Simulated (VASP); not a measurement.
# Au (Fm-3m) in VASP: further runs

Au is run at these levels: PBE; tasks: single point.

Everything below comes from runs of VASP 6.6.1. Logs are shortened: lines on timing, memory, paths and dates and some standing lists are left out, and cuts for length are marked.

## 1. The cell of the first run

The structure is cubic, space group Fm-3m (No. 225). Conventional cell: a = 4.157 Å, b = 4.157 Å, c = 4.157 Å, α = 90.00°, β = 90.00°, γ = 90.00°. Within 3.9 Å of Au (site symmetry m-3m) lie 12 Au at 2.94 Å.

## 2. Single point, PBE

INCAR reads:

```
PREC = Accurate ; ENCUT = 520
EDIFF = 1E-6 ; ISMEAR = -1
SIGMA = 0.06122561905347299 ; LREAL = F
LASPH = T ; NELM = 80
ALGO = Normal ; ISIF = 2
LWAVE = F ; LCHARG = F
GGA = PE ; NBANDS = 12
```

KPOINTS reads:

```
regular mesh
0
Gamma
  23 23 23
```

POSCAR reads:

```
Au
1.0
    0.0000000000      2.0786717084      2.0786717084
    2.0786717084      0.0000000000      2.0786717084
    2.0786717084      2.0786717084      0.0000000000
Au
1
Direct
    0.0000000000      0.0000000000      0.0000000000
```

Potentials or basis: VASP PAW PBE potentials, release 64 (Au).

Started as:

```bash
> cat potpaw_PBE.64/Au/POTCAR > POTCAR
> mpirun -np 1 vasp_std > vasp.out
```

OUTCAR:

```text
PREC = Accurate
   ENCUT = 520
   EDIFF = 1E-6
   ISMEAR = -1
   LREAL = F
   LASPH = T
   NELM = 80
   ISIF = 2
   GGA = PE

 ion  position               nearest neighbor table
   1  0.000  0.000  0.000-

  LATTYP: Found a face centered cubic cell.
 ALAT       =     4.1573434168

  Lattice vectors:

 A1 = (   0.0000000000,   2.0786717084,   2.0786717084)
 A2 = (   2.0786717084,   0.0000000000,   2.0786717084)
 A3 = (   2.0786717084,   2.0786717084,   0.0000000000)

Analysis of symmetry for initial positions (statically):
=====================================================================
 Subroutine PRICEL returns:
 Original cell was already a primitive cell.

 Routine SETGRP: Setting up the symmetry group for a
 face centered cubic supercell.

 Subroutine GETGRP returns: Found 48 space group operations
 (whereof 48 operations were pure point group operations)
 out of a pool of 48 trial point group operations.

The static configuration has the point symmetry O_h .

Analysis of symmetry for dynamics (positions and initial velocities):
=====================================================================
 Subroutine PRICEL returns:
 Original cell was already a primitive cell.

 Routine SETGRP: Setting up the symmetry group for a
 face centered cubic supercell.

 Subroutine GETGRP returns: Found 48 space group operations
 (whereof 48 operations were pure point group operations)
 out of a pool of 48 trial point group operations.

The dynamic configuration has the point symmetry O_h .

 Subroutine INISYM returns: Found 48 space group operations
 (whereof 48 operations are pure point group operations),
 and found     1 'primitive' translations

----------------------------------------------------------------------------------------

                                     Primitive cell

  volume of cell :      17.9634

  direct lattice vectors                    reciprocal lattice vectors
     0.000000000  2.078671708  2.078671708    -0.240538224  0.240538224  0.240538224
     2.078671708  0.000000000  2.078671708     0.240538224 -0.240538224  0.240538224
     2.078671708  2.078671708  0.000000000     0.240538224  0.240538224 -0.240538224

  length of vectors
     2.939685722  2.939685722  2.939685722     0.416624424  0.416624424  0.416624424

  position of ions in fractional coordinates (direct lattice)
     0.000000000  0.000000000  0.000000000

  ion indices of the primitive-cell ions
   primitive index   ion index
                 1           1

[... 78 lines left out ...]
   ISYM   =      2    0-nonsym 1-usesym 2-fastsym
   POTIM  = 0.5000    time-step for ionic-motion
   TEBEG  =    0.0;   TEEND  =   0.0 temperature during run
   PSTRESS=    0.0 pullay stress
   NELECT =      11.0000    total number of electrons
   NUPDOWN=      -1.0000    fix difference up-down
   EMIN   =  10.00;   EMAX   =-10.00  energy-range for DOS
   EFERMI =   0.00;   METHOD = LEGACY
   ISMEAR =    -1;   SIGMA  =   0.06  broadening in eV -4-tet -1-fermi 0-gaus
   EFERMI_NEDOS =   21; number of points for ismear=-14 and -15
   IALGO  =     38    algorithm
   IMIX   =      4    mixing-type and parameters
     AMIX     =   0.40;   BMIX     =  1.00
     AMIX_MAG =   1.60;   BMIX_MAG =  1.00
  volume/ion in A,a.u.               =      17.96       121.22
  Fermi-wavevector in a.u.,A,eV,Ry     =   1.390197  2.627092 26.295285  1.932649
  Thomas-Fermi vector in A             =   2.514156
   LORBIT       =      0    0 simple, 1 ext, 2 COOP (PROOUT), +10 PAW based schemes
   GGA     = PE    functional components
   LHFCALC =     F    Hartree Fock is set to
   AEXX    =    0.0000 exact exchange contribution
   IVDW    =     0    specifies the selected vdW correction
   LEPSILON=     F    determine dielectric tensor
   LRPA    =     F    only Hartree local field effects (RPA)
 non-spin polarized calculation
  energy-cutoff  :      520.00
  volume of cell :       17.96
 maximum number of plane-waves:       531
 NGX is ok and might be reduce to    24
   NGX = 11   NGY = 11   NGZ = 11

 number of electron      11.0000002 magnetization

 Free energy of the ion-electron system (eV)
  ---------------------------------------------------
  ext. energy  EPLUGINS =         0.00000000
  ---------------------------------------------------
  free energy    TOTEN  =        -3.22101229 eV

  energy without entropy =       -3.21619629  energy(sigma->0) =       -3.21860429

 E-fermi :   8.6453     XC(G=0): -12.4035

 val. band max:        8.6347095528   @ k =  -0.3043   0.2174   0.0435
 cond. band min:       8.6511111230   @ k =   0.4783   0.3478   0.0435
 fundamental gap:      0.0164015702
 Fermi energy:         8.6452830019

 k-point     1 :       0.0000    0.0000    0.0000
  band No.  band energies     occupation
      1      -0.6909      2.00000
      2       4.1996      2.00000
      3       4.1996      2.00000
      4       4.1996      2.00000
      5       5.5788      2.00000
      6       5.5788      2.00000
      7      23.2015      0.00000
      8      26.8975      0.00000
      9      26.8975      0.00000
     10      26.8975      0.00000
     11      31.6382      0.00000
     12      35.7220      0.00000
[... 331 lines left out ...]
 k-point    24 :      -0.4783    0.0435    0.0000
  band No.  band energies     occupation
      1       1.8199      2.00000
      2       4.1411      2.00000
      3       4.2023      2.00000
      4       6.4068      2.00000
      5       6.6583      2.00000
      6       8.2135      1.99827
      7      11.4294      0.00000
      8      22.6876      0.00000
      9      25.0215      0.00000
     10      25.2829      0.00000
     11      32.8086      0.00000
     12      32.8241      0.00000

 [... further k-points ...]

------------------------ aborting loop because EDIFF is reached ----------------------------------------

  FORCE on cell =-STRESS in cart. coord.  units (eV):
  Direction    XX          YY          ZZ          XY          YZ          ZX
  --------------------------------------------------------------------------------------
  -------------------------------------------------------------------------------------
  Total       -0.0237922     -0.0237922     -0.0237922      0.0000000     -0.0000000      0.0000000
  in kB       -2.1220635     -2.1220635     -2.1220635      0.0000000     -0.0000000      0.0000000
  external PRESSURE =      -2.1220635 kB  Pullay stress =       0.0000000 kB

 VOLUME and BASIS-vectors are now :
 -----------------------------------------------------------------------------
  energy-cutoff  :      520.00
  volume of cell :       17.96
      direct lattice vectors                 reciprocal lattice vectors
     0.000000000  2.078671708  2.078671708    -0.240538224  0.240538224  0.240538224
     2.078671708  0.000000000  2.078671708     0.240538224 -0.240538224  0.240538224
     2.078671708  2.078671708  0.000000000     0.240538224  0.240538224 -0.240538224

 POSITION                                       TOTAL-FORCE (eV/Angst)
 -----------------------------------------------------------------------------------
      0.00000      0.00000      0.00000        -0.000000     -0.000000     -0.000000
 -----------------------------------------------------------------------------------
    total drift:                               -0.000000      0.000000      0.000000

  FREE ENERGIE OF THE ION-ELECTRON SYSTEM (eV)
  ---------------------------------------------------
  free  energy   TOTEN  =        -3.2210122851 eV

  energy  without entropy=       -3.2161962936  energy(sigma->0) =       -3.21860429
```

OSZICAR:

```text
N       E                     dE             d eps       ncg     rms          rms(c)
DAV:   1     0.492524340403E+02    0.49252E+02   -0.55472E+03  9104   0.811E+02
DAV:   2    -0.278629338507E+01   -0.52039E+02   -0.48898E+02 10212   0.184E+02
DAV:   3    -0.348240541327E+01   -0.69611E+00   -0.69537E+00 10536   0.206E+01
DAV:   4    -0.348484186838E+01   -0.24365E-02   -0.24364E-02 10556   0.141E+00
DAV:   5    -0.348486085607E+01   -0.18988E-04   -0.18987E-04 10672   0.118E-01    0.796E+00
DAV:   6    -0.323827311903E+01    0.24659E+00   -0.69677E-01  9580   0.668E+00    0.520E+00
DAV:   7    -0.322286678712E+01    0.15406E-01   -0.53261E-02 10456   0.187E+00    0.264E+00
DAV:   8    -0.322101974404E+01    0.18470E-02   -0.11713E-03  9696   0.286E-01    0.241E-01
DAV:   9    -0.322100623990E+01    0.13504E-04   -0.75585E-06 10692   0.239E-02    0.166E-02
DAV:  10    -0.322101236181E+01   -0.61219E-05   -0.31715E-06 10348   0.174E-02    0.275E-03
DAV:  11    -0.322101228513E+01    0.76687E-07   -0.77316E-08  5644   0.215E-03
   1 F= -.32210123E+01 E0= -.32186043E+01  d E =-.481599E-02
```

It took 47 s on 1 thread of Intel Xeon 8259CL, shared host; peak memory 0.21 GiB.

Results:

- Free energy: -3.2210 eV
- Pressure: -0.2 GPa
- Band gap on the k mesh: zero (an odd number of electrons rules out a gap without spin polarisation)

Caveat: spin-orbit coupling is left out, which moves the levels of the heavy elements.

[end of part 1 of 2]
